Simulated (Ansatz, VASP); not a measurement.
## CdSe: VASP beside Ansatz

```
Cd Se
1.0
     0.00000    3.07027    3.07027
     3.07027    0.00000    3.07027
     3.07027    3.07027    0.00000
Cd Se
1 1
Direct
  0.03750 0.98750 0.98750
  0.21250 0.26250 0.26250
```

Change from the starting cell: shortest bond scaled by 1.1, LAPW.

Alike in both runs: task single point; functional PBEsol; k mesh 7 × 7 × 7; occupations fermi-dirac, width 0.03 eV; no spin polarisation.

|  | VASP | Ansatz |
| --- | --- | --- |
| version | VASP 6.6.1 | Ansatz 0.2.0 |
| potentials or method | VASP PAW PBE potentials, release 64 (Cd, Se), cutoff 520 eV | all-electron LAPW, scalar-relativistic |

```csv
,VASP,Ansatz,Ansatz less VASP
pressure (GPa),-0.2,-0.5,-0.31
"traceless stress, the component that is largest in VASP (GPa)",1.45,1.37,-0.082
rms of the force components (eV/Å),0.385,0.374,-0.0110
```

VASP's potentials were made for PBE, not for PBEsol. Atom by atom the forces differ by 0.011 eV/Å (rms over components). Ansatz ran all-electron here, and VASP with PAW potentials.
